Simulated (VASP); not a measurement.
# Sb (P4/mmm) in VASP: notebook

Sb is run at these levels: r2SCAN; tasks: single point.

Program: VASP 6.6.1. These are calculated values, not measurements. Logs are shortened: lines on timing, memory, paths and dates and some standing lists are left out, and cuts for length are marked.

## Step 1: The cell of the first run

The structure is tetragonal, space group P4/mmm (No. 123). Conventional cell: a = 3.034 Å, b = 3.034 Å, c = 3.160 Å, α = 90.00°, β = 90.00°, γ = 90.00°. Within 4.0 Å of Sb (site symmetry 4/mmm) lie 6 Sb at 3.03 to 3.16 Å.

## Step 2: Single point, r2SCAN (strain -0.040 along x and y, +0.000 along z)

POSCAR

```
Sb
1.0
    3.0336000000      0.0000000000      0.0000000000
    0.0000000000      3.0336000000      0.0000000000
    0.0000000000      0.0000000000      3.1600000000
Sb
1
Direct
    0.0000000000      0.0000000000      0.0000000000
```

INCAR.step1

```
  PREC = Accurate
  ENCUT = 520
  ISMEAR = 0
  SIGMA = 0.15
  LREAL = False
  LASPH = True
  NELM = 80
  NBANDS = 8
  GGA = PE
  ALGO = Normal
  EDIFF = 1E-4
  LWAVE = True
  LCHARG = False
```

INCAR.step2

```
  PREC = Accurate
  ENCUT = 520
  EDIFF = 1E-6
  ISMEAR = 0
  SIGMA = 0.15
  LREAL = False
  LASPH = True
  NELM = 80
  ALGO = Normal
  ISIF = 2
  LWAVE = False
  LCHARG = False
  METAGGA = R2SCAN
  LMIXTAU = True
  NBANDS = 8
  ISTART = 1
```

KPOINTS

```
regular mesh
0
Gamma
  16 16 16
```

Potentials or basis: VASP PAW PBE potentials, release 64 (Sb).

Run with:

```sh
cat potpaw_PBE.64/Sb/POTCAR > POTCAR
cp INCAR.step1 INCAR
mpirun -np 1 vasp_std > vasp.out
cp INCAR.step2 INCAR
mpirun -np 1 vasp_std > vasp.out
```

OUTCAR:

```text
PREC = Accurate
   ENCUT = 520
   EDIFF = 1E-6
   ISMEAR = 0
   LREAL = False
   LASPH = True
   NELM = 80
   ISIF = 2
   METAGGA = R2SCAN
   ISTART = 1

 ion  position               nearest neighbor table
   1  0.000  0.000  0.000-

  LATTYP: Found a simple tetragonal cell.
 ALAT       =     3.0336000000
 C/A-ratio  =     1.0416666667

  Lattice vectors:

 A1 = (   3.0336000000,   0.0000000000,   0.0000000000)
 A2 = (   0.0000000000,   3.0336000000,   0.0000000000)
 A3 = (   0.0000000000,   0.0000000000,   3.1600000000)

Analysis of symmetry for initial positions (statically):
=====================================================================
 Subroutine PRICEL returns:
 Original cell was already a primitive cell.

 Routine SETGRP: Setting up the symmetry group for a
 simple tetragonal supercell.

 Subroutine GETGRP returns: Found 16 space group operations
 (whereof 16 operations were pure point group operations)
 out of a pool of 16 trial point group operations.

The static configuration has the point symmetry D_4h.

Analysis of symmetry for dynamics (positions and initial velocities):
=====================================================================
 Subroutine PRICEL returns:
 Original cell was already a primitive cell.

 Routine SETGRP: Setting up the symmetry group for a
 simple tetragonal supercell.

 Subroutine GETGRP returns: Found 16 space group operations
 (whereof 16 operations were pure point group operations)
 out of a pool of 16 trial point group operations.

The dynamic configuration has the point symmetry D_4h.

 Subroutine INISYM returns: Found 16 space group operations
 (whereof 16 operations are pure point group operations),
 and found     1 'primitive' translations

----------------------------------------------------------------------------------------

                                     Primitive cell

  volume of cell :      29.0806

  direct lattice vectors                    reciprocal lattice vectors
     3.033600000  0.000000000  0.000000000     0.329641350  0.000000000  0.000000000
     0.000000000  3.033600000  0.000000000     0.000000000  0.329641350  0.000000000
     0.000000000  0.000000000  3.160000000     0.000000000  0.000000000  0.316455696

  length of vectors
     3.033600000  3.033600000  3.160000000     0.329641350  0.329641350  0.316455696

  position of ions in fractional coordinates (direct lattice)
     0.000000000  0.000000000  0.000000000

  ion indices of the primitive-cell ions
[... 72 lines left out ...]
   ENCUT  =  520.0 eV  38.22 Ry    6.18 a.u.   5.64  5.64  5.88*2*pi/ulx,y,z
   NELM   =     80;   NELMIN=  2; NELMDL=  0     # of ELM steps
   EDIFF  = 0.1E-05   stopping-criterion for ELM
   LREAL  =      F    real-space projection
   EDIFFG = 0.1E-04   stopping-criterion for IOM
   NSW    =      0    number of steps for IOM
   IBRION =     -1    ionic relax: 0-MD 1-quasi-New 2-CG
   NFREE  =      0    steps in history (QN), initial steepest desc. (CG)
   ISIF   =      2    stress and relaxation
   ISYM   =      2    0-nonsym 1-usesym 2-fastsym
   POTIM  = 0.5000    time-step for ionic-motion
   TEBEG  =    0.0;   TEEND  =   0.0 temperature during run
   PSTRESS=    0.0 pullay stress
   NELECT =       5.0000    total number of electrons
   NUPDOWN=      -1.0000    fix difference up-down
   EMIN   =  10.00;   EMAX   =-10.00  energy-range for DOS
   EFERMI =   0.00;   METHOD = LEGACY
   ISMEAR =     0;   SIGMA  =   0.15  broadening in eV -4-tet -1-fermi 0-gaus
   EFERMI_NEDOS =   21; number of points for ismear=-14 and -15
   IALGO  =     38    algorithm
   IMIX   =      4    mixing-type and parameters
     AMIX     =   0.40;   BMIX     =  1.00
     AMIX_MAG =   1.60;   BMIX_MAG =  1.00
  volume/ion in A,a.u.               =      29.08       196.25
  Fermi-wavevector in a.u.,A,eV,Ry     =   0.910326  1.720267 11.275058  0.828693
  Thomas-Fermi vector in A             =   2.034475
   LORBIT       =      0    0 simple, 1 ext, 2 COOP (PROOUT), +10 PAW based schemes
   METAGGA = R2SCAN    functional components
   LHFCALC =     F    Hartree Fock is set to
   AEXX    =    0.0000 exact exchange contribution
   IVDW    =     0    specifies the selected vdW correction
   LEPSILON=     F    determine dielectric tensor
   LRPA    =     F    only Hartree local field effects (RPA)
 non-spin polarized calculation
 Gauss-broadening in eV      SIGMA  =   0.15
  energy-cutoff  :      520.00
  volume of cell :       29.08
 maximum number of plane-waves:       812
 NGX is ok and might be reduce to    24
   NGX = 11   NGY = 11   NGZ = 11

 number of electron       5.0000001 magnetization

 Free energy of the ion-electron system (eV)
  ---------------------------------------------------
  ext. energy  EPLUGINS =         0.00000000
  ---------------------------------------------------
  free energy    TOTEN  =       -25.62806565 eV

  energy without entropy =      -25.62248189  energy(sigma->0) =      -25.62527377

 E-fermi :   7.3936     XC(G=0): -10.2220

 val. band max:        7.3840673784   @ k =   0.1875   0.1875   0.0625
 cond. band min:       7.4005910208   @ k =   0.2500   0.0000   0.1875
 fundamental gap:      0.0165236424
 Fermi energy:         7.3935620804

 k-point     1 :       0.0000    0.0000    0.0000
  band No.  band energies     occupation
      1      -5.8097      2.00000
      2      10.0848      0.00000
      3      11.3084      0.00000
      4      11.3084      0.00000
      5      14.2446      0.00000
      6      14.9307      0.00000
      7      16.8601      0.00000
      8      25.8038      0.00000
[... 243 lines left out ...]
 k-point    24 :       0.5000    0.1250    0.0000
  band No.  band energies     occupation
      1      -2.6855      2.00000
      2       1.5253      2.00000
      3      11.3512      0.00000
      4      12.7105      0.00000
      5      16.1195      0.00000
      6      17.6228      0.00000
      7      18.9313      0.00000
      8      18.9429      0.00000

 [... further k-points ...]
[... 5 lines left out ...]
  --------------------------------------------------------------------------------------
  -------------------------------------------------------------------------------------
  Total        0.5034885      0.5034885     -0.4987199      0.0000000      0.0000000      0.0000000
  in kB       27.7393610     27.7393610    -27.4766381      0.0000000      0.0000000      0.0000000
  external PRESSURE =       9.3340280 kB  Pullay stress =       0.0000000 kB

 VOLUME and BASIS-vectors are now :
 -----------------------------------------------------------------------------
  energy-cutoff  :      520.00
  volume of cell :       29.08
      direct lattice vectors                 reciprocal lattice vectors
     3.033600000  0.000000000  0.000000000     0.329641350  0.000000000  0.000000000
     0.000000000  3.033600000  0.000000000     0.000000000  0.329641350  0.000000000
     0.000000000  0.000000000  3.160000000     0.000000000  0.000000000  0.316455696

 POSITION                                       TOTAL-FORCE (eV/Angst)
 -----------------------------------------------------------------------------------
      0.00000      0.00000      0.00000         0.000000      0.000000      0.000000
 -----------------------------------------------------------------------------------
    total drift:                                0.000000     -0.000000      0.000000

  FREE ENERGIE OF THE ION-ELECTRON SYSTEM (eV)
  ---------------------------------------------------
  free  energy   TOTEN  =       -25.6280656523 eV

  energy  without entropy=      -25.6224818872  energy(sigma->0) =      -25.62527377
```

OUTCAR.step1:

```text
PREC = Accurate
   ENCUT = 520
   ISMEAR = 0
   LREAL = False
   LASPH = True
   NELM = 80
[... 480 lines left out ...]

 POSITION                                       TOTAL-FORCE (eV/Angst)
 -----------------------------------------------------------------------------------
      0.00000      0.00000      0.00000         0.000000      0.000000      0.000000
 -----------------------------------------------------------------------------------
    total drift:                               -0.000000      0.000000      0.000000

  FREE ENERGIE OF THE ION-ELECTRON SYSTEM (eV)
  ---------------------------------------------------
  free  energy   TOTEN  =        -4.0751390593 eV

  energy  without entropy=       -4.0692678206  energy(sigma->0) =       -4.07220344
```

OSZICAR.step1:

```text
N       E                     dE             d eps       ncg     rms          rms(c)
DAV:   1     0.546004440967E+01    0.54600E+01   -0.16455E+03  6536   0.405E+02
DAV:   2    -0.395856231265E+01   -0.94186E+01   -0.90528E+01  9344   0.523E+01
DAV:   3    -0.407058320829E+01   -0.11202E+00   -0.11186E+00  7768   0.650E+00
DAV:   4    -0.407104816653E+01   -0.46496E-03   -0.46495E-03  9704   0.497E-01
DAV:   5    -0.407104998448E+01   -0.18180E-05   -0.18180E-05  8240   0.203E-02    0.204E+00
DAV:   6    -0.407342046708E+01   -0.23705E-02   -0.63871E-04  8960   0.185E-01    0.122E+00
DAV:   7    -0.407508506484E+01   -0.16646E-02   -0.16309E-03  7168   0.287E-01    0.734E-02
DAV:   8    -0.407513905928E+01   -0.53994E-04   -0.65184E-05  8624   0.554E-02
   1 F= -.40751391E+01 E0= -.40722034E+01  d E =-.587124E-02
```

It took 1.8 min on 1 thread of Intel Xeon Platinum 8259CL at 2.50GHz (Skylake/Cascade Lake), shared host; peak memory 0.21 GiB.

What came out:

- Free energy: -25.6281 eV
- Pressure: 0.9 GPa

Stress tensor (GPa, compression positive):
```
 2.77  0.00  0.00
 0.00  2.77  0.00
 0.00  0.00 -2.75
```

Caveat: the cell differs from its parent crystal (strain -0.040 along x and y, +0.000 along z); the PAW data sets were made with another functional, which shifts forces and pressure a little; spin-orbit coupling is left out, which moves the levels of the heavy elements.

[end of part 1 of 2]
